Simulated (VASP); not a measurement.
# CoSi (P4/nmm) in VASP: a series of runs

The runs below take CoSi through single point, with PBE.

Program: VASP 6.6.1. These are calculated values, not measurements. Logs are shortened: lines on timing, memory, paths and dates and some standing lists are left out, and cuts for length are marked.

### Step 1. The cell of the first run

Symmetry: P4/nmm, No. 129, tetragonal system. Conventional cell: a = 3.645 Å, b = 3.645 Å, c = 3.279 Å, α = 90.00°, β = 90.00°, γ = 90.00°. Within 3.1 Å of Co (site symmetry 4mm) lie 8 Si at 2.33 to 2.58 Å and 4 Co at 2.60 Å. Si (site symmetry -4m2) has 8 Co at 2.33 to 2.58 Å and 4 Si at 2.58 Å within 3.1 Å.

The cell was built from a structure type or drawn by symmetry, and may not be a known phase.

### Step 2. Single point, PBE

Input file INCAR:

```
PREC = Accurate
ENCUT = 600
EDIFF = 1E-6
ISMEAR = 0
SIGMA = 0.1
LREAL = F
LASPH = T
NELM = 120
ALGO = Normal
ISIF = 2
LWAVE = F
LCHARG = F
GGA = PE
NBANDS = 21
GGA_COMPAT = F
```

Input file KPOINTS:

```
regular mesh
0
Gamma
  12 12 14
```

Input file POSCAR:

```
CoSi
1.0
    3.6447074343      0.0000000000      0.0000000000
    0.0000000000      3.6447074343      0.0000000000
    0.0000000000      0.0000000000      3.2788286403
Co Si
2 2
Direct
    0.5000000000      0.0000000000      0.9447248414
    0.0000000000      0.5000000000      0.0552751586
    0.0000000000      0.0000000000      0.5000000000
    0.5000000000      0.5000000000      0.5000000000
```

Potentials or basis: VASP PAW PBE potentials, release 64 (Co, Si).

Run with:

```sh
$ cat potpaw_PBE.64/Co/POTCAR potpaw_PBE.64/Si/POTCAR > POTCAR
$ mpirun -np 1 vasp_std > vasp.out
```

OUTCAR:

```text
PREC = Accurate
   ENCUT = 600
   EDIFF = 1E-6
   ISMEAR = 0
   LREAL = F
   LASPH = T
   NELM = 120
   ISIF = 2
   GGA = PE

 ion  position               nearest neighbor table
   1  0.500  0.000  0.945-   3 2.33   4 2.33   4 2.33   3 2.33   4 2.58   3 2.58   3 2.58   4 2.58
                             2 2.60   2 2.60   2 2.60   2 2.60
   2  0.000  0.500  0.055-   3 2.33   4 2.33   3 2.33   4 2.33   3 2.58   3 2.58   4 2.58   4 2.58
                             1 2.60   1 2.60   1 2.60   1 2.60
   3  0.000  0.000  0.500-   1 2.33   2 2.33   2 2.33   1 2.33   2 2.58   2 2.58   1 2.58   1 2.58
                             4 2.58   4 2.58   4 2.58   4 2.58
   4  0.500  0.500  0.500-   1 2.33   2 2.33   1 2.33   2 2.33   2 2.58   1 2.58   2 2.58   1 2.58
                             3 2.58   3 2.58   3 2.58   3 2.58

  LATTYP: Found a simple tetragonal cell.
 ALAT       =     3.6447074343
 C/A-ratio  =     0.8996136725

  Lattice vectors:

 A1 = (   3.6447074343,   0.0000000000,   0.0000000000)
 A2 = (   0.0000000000,   3.6447074343,   0.0000000000)
 A3 = (   0.0000000000,   0.0000000000,   3.2788286403)

Analysis of symmetry for initial positions (statically):
=====================================================================
 Subroutine PRICEL returns:
 Original cell was already a primitive cell.

 Routine SETGRP: Setting up the symmetry group for a
 simple tetragonal supercell.

 Subroutine GETGRP returns: Found 16 space group operations
 (whereof  8 operations were pure point group operations)
 out of a pool of 16 trial point group operations.

The static configuration has the point symmetry D_2d.
 The point group associated with its full space group is D_4h.

Analysis of symmetry for dynamics (positions and initial velocities):
=====================================================================
 Subroutine PRICEL returns:
 Original cell was already a primitive cell.

 Routine SETGRP: Setting up the symmetry group for a
 simple tetragonal supercell.

 Subroutine GETGRP returns: Found 16 space group operations
 (whereof  8 operations were pure point group operations)
 out of a pool of 16 trial point group operations.

The dynamic configuration has the point symmetry D_2d.
 The point group associated with its full space group is D_4h.

 Subroutine INISYM returns: Found 16 space group operations
 (whereof  8 operations are pure point group operations),
 and found     1 'primitive' translations

----------------------------------------------------------------------------------------

                                     Primitive cell

  volume of cell :      43.5556

  direct lattice vectors                    reciprocal lattice vectors
     3.644707434  0.000000000  0.000000000     0.274370445  0.000000000  0.000000000
     0.000000000  3.644707434  0.000000000     0.000000000  0.274370445  0.000000000
     0.000000000  0.000000000  3.278828640     0.000000000  0.000000000  0.304986966

  length of vectors
     3.644707434  3.644707434  3.278828640     0.274370445  0.274370445  0.304986966

  position of ions in fractional coordinates (direct lattice)
     0.500000000  0.000000000  0.944724841
     0.000000000  0.500000000  0.055275159
     0.000000000  0.000000000  0.500000000
     0.500000000  0.500000000  0.500000000

  ion indices of the primitive-cell ions
   primitive index   ion index
                 1           1
                 2           2
                 3           3
                 4           4

----------------------------------------------------------------------------------------

 KPOINTS: regular mesh

Automatic generation of k-mesh.
 Grid dimensions read from file:
 generate k-points for:   12   12   14

 Generating k-lattice:

  Cartesian coordinates                     Fractional coordinates (reciprocal lattice)
     0.022864204  0.000000000  0.000000000     0.083333333  0.000000000  0.000000000
     0.000000000  0.022864204  0.000000000     0.000000000  0.083333333  0.000000000
     0.000000000  0.000000000  0.021784783     0.000000000  0.000000000  0.071428571

  Length of vectors
     0.022864204  0.022864204  0.021784783

  Shift w.r.t. Gamma in fractional coordinates (k-lattice)
     0.000000000  0.000000000  0.000000000

 Subroutine IBZKPT returns following result:
 ===========================================

 Found    224 irreducible k-points:

 Following reciprocal coordinates:
            Coordinates               Weight
  0.000000  0.000000  0.000000      1.000000
  0.083333  0.000000  0.000000      4.000000
  0.166667  0.000000  0.000000      4.000000
  0.250000  0.000000  0.000000      4.000000
  0.333333  0.000000  0.000000      4.000000
  0.416667  0.000000  0.000000      4.000000
[... 16 lines left out ...]
  0.333333  0.333333  0.000000      4.000000
  0.416667  0.333333  0.000000      8.000000
 [... further k-points ...]
   k-points           NKPTS =    224   k-points in BZ     NKDIM =    224   number of bands    NBANDS=     21
   number of dos      NEDOS =    301   number of ions     NIONS =      4
   total plane-waves  NPLWV =  25200
   dimension x,y,z NGX =    30 NGY =   30 NGZ =   28
   dimension x,y,z NGXF=    60 NGYF=   60 NGZF=   56
   ions per type =               2   2
   NGX,Y,Z   is equivalent  to a cutoff of  13.68, 13.68, 14.20 a.u.
   NGXF,Y,Z  is equivalent  to a cutoff of  27.37, 27.37, 28.39 a.u.
 SYSTEM =  unknown system
   PREC   = accura    normal or accurate (medium, high low for compatibility)
   ISTART =      0    job   : 0-new  1-cont  2-samecut
   ICHARG =      2    charge: 1-file 2-atom 10-const
   ISPIN  =      1    spin polarized calculation?
   LNONCOLLINEAR =      F non collinear calculations
   LSORBIT =      F    spin-orbit coupling
   LASPH  =      T    aspherical Exc in radial PAW
   ENCUT  =  600.0 eV  44.10 Ry    6.64 a.u.   7.28  7.28  6.55*2*pi/ulx,y,z
   NELM   =    120;   NELMIN=  2; NELMDL= -5     # of ELM steps
   EDIFF  = 0.1E-05   stopping-criterion for ELM
   LREAL  =      F    real-space projection
   EDIFFG = 0.1E-04   stopping-criterion for IOM
   NSW    =      0    number of steps for IOM
   IBRION =     -1    ionic relax: 0-MD 1-quasi-New 2-CG
   NFREE  =      0    steps in history (QN), initial steepest desc. (CG)
   ISIF   =      2    stress and relaxation
   ISYM   =      2    0-nonsym 1-usesym 2-fastsym
   POTIM  = 0.5000    time-step for ionic-motion
   TEBEG  =    0.0;   TEEND  =   0.0 temperature during run
   PSTRESS=    0.0 pullay stress
   NELECT =      26.0000    total number of electrons
   NUPDOWN=      -1.0000    fix difference up-down
   EMIN   =  10.00;   EMAX   =-10.00  energy-range for DOS
   EFERMI =   0.00;   METHOD = LEGACY
   ISMEAR =     0;   SIGMA  =   0.10  broadening in eV -4-tet -1-fermi 0-gaus
   EFERMI_NEDOS =   21; number of points for ismear=-14 and -15
   IALGO  =     38    algorithm
   IMIX   =      4    mixing-type and parameters
     AMIX     =   0.40;   BMIX     =  1.00
     AMIX_MAG =   1.60;   BMIX_MAG =  1.00
  volume/ion in A,a.u.               =      10.89        73.48
  Fermi-wavevector in a.u.,A,eV,Ry     =   1.378430  2.604854 25.851997  1.900068
  Thomas-Fermi vector in A             =   2.503492
   LORBIT       =      0    0 simple, 1 ext, 2 COOP (PROOUT), +10 PAW based schemes
   GGA     = PE    functional components
   LHFCALC =     F    Hartree Fock is set to
   AEXX    =    0.0000 exact exchange contribution
   IVDW    =     0    specifies the selected vdW correction
   LEPSILON=     F    determine dielectric tensor
   LRPA    =     F    only Hartree local field effects (RPA)
 non-spin polarized calculation
 Gauss-broadening in eV      SIGMA  =   0.10
  energy-cutoff  :      600.00
  volume of cell :       43.56
 maximum number of plane-waves:      1468
 NGX is ok and might be reduce to    30
   NGX = 15   NGY = 15   NGZ = 13

 number of electron      26.0000009 magnetization

 Free energy of the ion-electron system (eV)
  ---------------------------------------------------
  ext. energy  EPLUGINS =         0.00000000
  ---------------------------------------------------
  free energy    TOTEN  =       -26.58217725 eV

  energy without entropy =      -26.57083248  energy(sigma->0) =      -26.57650486

 E-fermi :  12.4120     XC(G=0): -12.8644

 val. band max:       12.4057416223   @ k =   0.3333   0.3333   0.0714
 cond. band min:      12.4159239034   @ k =   0.3333   0.2500   0.0000
 fundamental gap:      0.0101822811
 Fermi energy:        12.4120111887

 k-point     1 :       0.0000    0.0000    0.0000
  band No.  band energies     occupation
      1      -1.6303      2.00000
      2       5.8618      2.00000
      3       8.2427      2.00000
      4       8.2427      2.00000
      5       8.6016      2.00000
      6       8.7625      2.00000
[... 13 lines left out ...]
     20      18.5539      0.00000
     21      20.4848      0.00000

 k-point     2 :       0.0833    0.0000    0.0000
  band No.  band energies     occupation
      1      -1.5525      2.00000
      2       5.6565      2.00000
      3       7.8171      2.00000
      4       8.2764      2.00000
      5       8.6246      2.00000
      6       9.0506      2.00000
[... 13 lines left out ...]
     20      18.4266      0.00000
     21      21.3692      0.00000

 k-point     3 :       0.1667    0.0000    0.0000
  band No.  band energies     occupation
      1      -1.3200      2.00000
      2       4.9932      2.00000
      3       7.5705      2.00000
      4       8.3726      2.00000
      5       8.6799      2.00000
      6       9.0487      2.00000
[... 13 lines left out ...]
     20      18.3906      0.00000
     21      22.5352      0.00000

 k-point     4 :       0.2500    0.0000    0.0000
  band No.  band energies     occupation
      1      -0.9355      2.00000
      2       4.0275      2.00000
      3       7.6626      2.00000
      4       8.5169      2.00000
      5       8.7284      2.00000
      6       9.0477      2.00000
[... 13 lines left out ...]
     20      18.3813      0.00000
     21      21.5142      0.00000

 k-point     5 :       0.3333    0.0000    0.0000
  band No.  band energies     occupation
      1      -0.4038      2.00000
      2       2.9874      2.00000
      3       7.9232      2.00000
      4       8.6840      2.00000
      5       8.7244      2.00000
      6       9.0426      2.00000
[... 13 lines left out ...]
     20      19.1413      0.00000
     21      20.9140      0.00000

 k-point     6 :       0.4167    0.0000    0.0000
  band No.  band energies     occupation
      1       0.2680      2.00000
      2       1.9847      2.00000
      3       8.2290      2.00000
      4       8.6468      2.00000
      5       8.8404      2.00000
      6       9.0188      2.00000
[... 13 lines left out ...]
     20      19.3548      0.00000
     21      21.9180      0.00000

 k-point     7 :       0.5000    0.0000    0.0000
  band No.  band energies     occupation
      1       1.0695      2.00000
      2       1.0695      2.00000
      3       8.4847      2.00000
      4       8.4847      2.00000
      5       8.9556      2.00000
      6       8.9556      2.00000
[... 13 lines left out ...]
     20      18.9617      0.00000
     21      23.8648      0.00000
[... 291 lines left out ...]
      1       0.2727      2.00000
      2       3.5385      2.00000
      3       5.3890      2.00000
      4       7.7496      2.00000
      5       8.9972      2.00000
      6       9.0576      2.00000
[... 13 lines left out ...]
     20      20.0794      0.00000
     21      20.5579      0.00000

 k-point    21 :       0.4167    0.2500    0.0000
  band No.  band energies     occupation
      1       0.9334      2.00000
      2       2.6075      2.00000
      3       5.8570      2.00000
      4       7.1166      2.00000
      5       8.9135      2.00000
      6       8.9471      2.00000
[... 13 lines left out ...]
     20      19.7199      0.00000
     21      20.7418      0.00000

 k-point    22 :       0.5000    0.2500    0.0000
  band No.  band energies     occupation
      1       1.7191      2.00000
      2       1.7191      2.00000
      3       6.4607      2.00000
      4       6.4607      2.00000
      5       8.8969      2.00000
      6       8.8969      2.00000
[... 13 lines left out ...]
     20      19.5297      0.00000
     21      21.2947      0.00000

 k-point    23 :       0.3333    0.3333    0.0000
  band No.  band energies     occupation
      1       0.7895      2.00000
      2       3.6953      2.00000
      3       4.6401      2.00000
      4       7.0201      2.00000
      5       8.8947      2.00000
      6       8.9808      2.00000
[... 13 lines left out ...]
     20      20.6858      0.00000
     21      20.9734      0.00000

 k-point    24 :       0.4167    0.3333    0.0000
  band No.  band energies     occupation
      1       1.4402      2.00000
      2       3.0538      2.00000
      3       4.8715      2.00000
      4       6.2439      2.00000
      5       8.8337      2.00000
      6       8.8840      2.00000
[... 13 lines left out ...]
     20      20.7534      0.00000
     21      21.0168      0.00000

 [... further k-points ...]

------------------------ aborting loop because EDIFF is reached ----------------------------------------

  FORCE on cell =-STRESS in cart. coord.  units (eV):
  Direction    XX          YY          ZZ          XY          YZ          ZX
  --------------------------------------------------------------------------------------
  -------------------------------------------------------------------------------------
  Total       -0.0269563     -0.0269563     -0.0782161      0.0000000      0.0000000      0.0000000
  in kB       -0.9915794     -0.9915794     -2.8771516      0.0000000      0.0000000      0.0000000
  external PRESSURE =      -1.6201035 kB  Pullay stress =       0.0000000 kB

 VOLUME and BASIS-vectors are now :
 -----------------------------------------------------------------------------
  energy-cutoff  :      600.00
  volume of cell :       43.56
      direct lattice vectors                 reciprocal lattice vectors
     3.644707434  0.000000000  0.000000000     0.274370445  0.000000000  0.000000000
     0.000000000  3.644707434  0.000000000     0.000000000  0.274370445  0.000000000
     0.000000000  0.000000000  3.278828640     0.000000000  0.000000000  0.304986966

 POSITION                                       TOTAL-FORCE (eV/Angst)
 -----------------------------------------------------------------------------------
      1.82235      0.00000      3.09759        -0.000000      0.000000      0.014082
      0.00000      1.82235      0.18124         0.000000      0.000000     -0.014082
      0.00000      0.00000      1.63941         0.000000     -0.000000      0.000000
      1.82235      1.82235      1.63941         0.000000      0.000000      0.000000
 -----------------------------------------------------------------------------------
    total drift:                                0.000000     -0.000000     -0.000000

  FREE ENERGIE OF THE ION-ELECTRON SYSTEM (eV)
  ---------------------------------------------------
  free  energy   TOTEN  =       -26.5821772461 eV

  energy  without entropy=      -26.5708324774  energy(sigma->0) =      -26.57650486
```

It took 2.6 min on 1 thread of Intel Xeon Platinum 8488C (Sapphire Rapids), shared host; peak memory 0.34 GiB.

Results:

* Free energy: -26.5822 eV
* Pressure: -0.2 GPa
* Largest force: 0.014 eV/Å
* Band gap on the k mesh: zero (bands 13 and 14 overlap by 2.47 eV)

Forces on the atoms (eV/Å):
```
Co   0.000  0.000  0.014
Co   0.000  0.000 -0.014
Si   0.000  0.000  0.000
Si   0.000  0.000  0.000
```

Stress tensor (GPa, compression positive):
```
-0.10  0.00  0.00
 0.00 -0.10  0.00
 0.00  0.00 -0.29
```

Caveat: the run has no spin polarisation, though such a crystal can be magnetic. Spin polarisation is off, so any magnetic state and its effect on volume and gap are missing.

### Step 3. Single point, PBE, collinear spin, ferromagnetic start

This run uses another cell than the first one, of 10.92 Å³/atom.

Input file INCAR:

```
PREC = Accurate ; ENCUT = 600
EDIFF = 1E-6 ; ISMEAR = 0
SIGMA = 0.1 ; LREAL = False
LASPH = True ; NELM = 200
ALGO = Normal ; ISIF = 2
LWAVE = False ; LCHARG = False
ISPIN = 2 ; MAGMOM = 3 3 0 0
LORBIT = 11 ; LMAXMIX = 4
GGA = PE ; NBANDS = 25
GGA_COMPAT = False
```

Input file KPOINTS:

```
regular mesh
0
Gamma
  6 6 6
```

Input file POSCAR:

```
CoSi
1.0
    3.6430842135      0.0000000000      0.0000000000
    0.0000000000      3.6430842135      0.0000000000
    0.0000000000      0.0000000000      3.2902463248
Co Si
2 2
Direct
    0.5000000000      0.0000000000      0.9412237986
    0.0000000000      0.5000000000      0.0587762014
    0.0000000000      0.0000000000      0.5000000000
    0.5000000000      0.5000000000      0.5000000000
```

Potentials or basis: VASP PAW PBE potentials, release 64 (Co, Si).

Run with:

```sh
$ cat potpaw_PBE.64/Co/POTCAR potpaw_PBE.64/Si/POTCAR > POTCAR
$ mpirun -np 1 vasp_std > vasp.out
```

Run time: 73 s. Hardware: 1 thread of Intel Xeon Platinum 8488C (Sapphire Rapids), shared host; peak memory 0.23 GiB.

Results (log left out):

| Property | Result |
| --- | --- |
| Free energy | -26.5806 eV |
| Pressure | 0.0 GPa |
| Largest force | 0.033 eV/Å |
| Band gap on the k mesh | zero (filled and empty bands overlap) |
| Net moment | 0.00 μB per cell |
| Valence electrons inside the program's atomic spheres | Co 8.59; Si 1.59 |

Forces in eV/Å, atoms in the order of the input:
```
Co   0.000  0.000  0.033
Co   0.000  0.000 -0.033
Si   0.000  0.000  0.000
Si   0.000  0.000  0.000
```

Stress tensor (GPa, compression positive):
```
 0.10  0.00  0.00
 0.00  0.10  0.00
 0.00  0.00 -0.23
```

Levels at points of the mesh, in eV from the Fermi level:
Spin up:
```csv
k point,band 9,band 10,band 11,band 12,band 13,band 14,band 15,band 16,band 17,band 18
"(0.00, 0.00, 0.00)",-2.59,-1.29,-1.29,-1.14,-0.90,-0.11,2.12,3.45,4.74,6.03
"(0.50, 0.00, 0.00)",-2.15,-2.15,-1.67,-1.67,1.06,1.06,2.70,2.70,3.31,3.31
"(0.50, 0.50, 0.00)",-1.74,-1.74,-1.38,-1.38,0.15,0.15,5.75,5.75,5.77,5.77
"(0.00, 0.00, 0.50)",-1.85,-1.38,-1.05,-0.21,0.43,1.22,2.26,2.26,2.60,2.60
"(0.50, 0.00, 0.50)",-1.66,-1.66,-1.58,-1.58,-0.91,-0.91,3.25,3.25,3.40,3.40
"(0.50, 0.50, 0.50)",-1.64,-1.64,-1.45,-1.45,-1.13,-1.13,1.10,1.10,2.01,2.01
```
Spin down:
| k point | band 10 | band 11 | band 12 | band 13 | band 14 | band 15 | band 16 | band 17 |
| --- | --- | --- | --- | --- | --- | --- | --- | --- |
| (0.00, 0.00, 0.00) | -1.29 | -1.29 | -1.14 | -0.90 | -0.11 | 2.12 | 3.45 | 4.74 |
| (0.50, 0.00, 0.00) | -2.15 | -1.67 | -1.67 | 1.06 | 1.06 | 2.70 | 2.70 | 3.31 |
| (0.50, 0.50, 0.00) | -1.74 | -1.38 | -1.38 | 0.15 | 0.15 | 5.75 | 5.75 | 5.77 |
| (0.00, 0.00, 0.50) | -1.38 | -1.05 | -0.21 | 0.43 | 1.22 | 2.26 | 2.26 | 2.61 |
| (0.50, 0.00, 0.50) | -1.66 | -1.58 | -1.58 | -0.91 | -0.91 | 3.25 | 3.25 | 3.40 |
| (0.50, 0.50, 0.50) | -1.64 | -1.45 | -1.45 | -1.13 | -1.13 | 1.10 | 1.10 | 2.01 |
